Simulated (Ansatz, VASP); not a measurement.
This is a calculation of MoS2 for VASP 6.6.1.

Contents of INCAR:

```
PREC     = Accurate       # precision mode
ENCUT    = 600            # plane-wave cutoff, eV
EDIFF    = 1E-7           # SCF threshold, eV
ISMEAR   = -1             # smearing method
SIGMA    = 0.05           # smearing width, eV
LREAL    = False          # projectors in reciprocal space
LASPH    = True           # aspherical terms in the spheres
NELM     = 80             # most SCF steps
ALGO     = Normal         # electronic algorithm
ISIF     = 3              # what is computed and relaxed
LWAVE    = False          # write WAVECAR
LCHARG   = False          # write CHGCAR
GGA      = B5             # functional
ALDAX    = 1.0          
AGGAX    = 1.0          
AGGAC    = 1.0          
ALDAC    = 0.0          
IVDW     = 12             # dispersion correction
VDW_S6   = 1.0          
VDW_S8   = 2.6996       
VDW_A1   = 0.4298       
VDW_A2   = 4.2359       
IBRION   = 2              # ionic algorithm
NSW      = 60             # ionic steps
EDIFFG   = -0.01          # ionic threshold
```

The input KPOINTS:

```
Automatic mesh
0
Gamma
  10 10 10
```

The input POSCAR:

```
MoS2
1.0
    1.5800000000      0.9122134253      6.1500000000
   -1.5800000000      0.9122134253      6.1500000000
    0.0000000000     -1.8244268506      6.1500000000
Mo S
1 2
Direct
    0.0000000000      0.0000000000      0.0000000000
    0.4170000000      0.4170000000      0.4170000000
    0.2500000000      0.2500000000      0.2500000000
```

Potentials or basis: VASP PAW PBE potentials, release 64 (Mo_sv, S).

Run with:

```console
$ cat potpaw_PBE.64/Mo_sv/POTCAR potpaw_PBE.64/S/POTCAR > POTCAR
$ mpirun -np 1 vasp_std > vasp.out
```

**Question.** Set up the same calculation for Ansatz 0.2.0. Potentials there: Ansatz PAW.

**Answer.** As run (the cutoff follows the program's own potentials):

input.yaml

```yaml
crystal:
  lattice:
    - [1.58, 0.9122134253, 6.15]
    - [-1.58, 0.9122134253, 6.15]
    - [0.0, -1.8244268506, 6.15]
  atoms:
    - { symbol: Mo, position: [0.0, 0.0, 0.0] }
    - { symbol: S, position: [0.417, 0.417, 0.417] }
    - { symbol: S, position: [0.25, 0.25, 0.25] }
hamiltonian:
  xc: blyp
  pseudopotentials: { kind: paw }
  dispersion: d3bj
kpoints:
  mp_grid: { grid: [10, 10, 10] }
scf:
  occupations: { method: fermi_dirac, width: 0.05 }
output:
  forces: true
  stress: true
  eigenvalues: true
relax:
  f_tol: 0.01
  max_steps: 40
  cell: { stress_tol: 0.05 }
```

Potentials or basis: Ansatz PAW.

Run with:

```bash
$ ansatz run input.yaml --threads 2 --pin off --max-ram 5632MiB --backend cpu --events-out ev --progress --plain --runs-dir out
```

Both were run:

|  | VASP | Ansatz | Ansatz less VASP |
| --- | --- | --- | --- |
| gap on the k mesh at the Fermi level, each at its own relaxed structure (eV) | 0.67 | 0.66 | -0.010 |
| relaxed volume (Å³/atom) | 17.13 | 17.13 | -0.007 |
| relaxed length of the cell vector where the two differ most in proportion (Å) | 6.127 | 6.128 | +0.0017 |

VASP's potentials were made for PBE, not for BLYP.

Noted on Ansatz's run: the plane-wave basis is chosen anew once the cell has moved, so the energies of steps on either side of that aren't comparable.
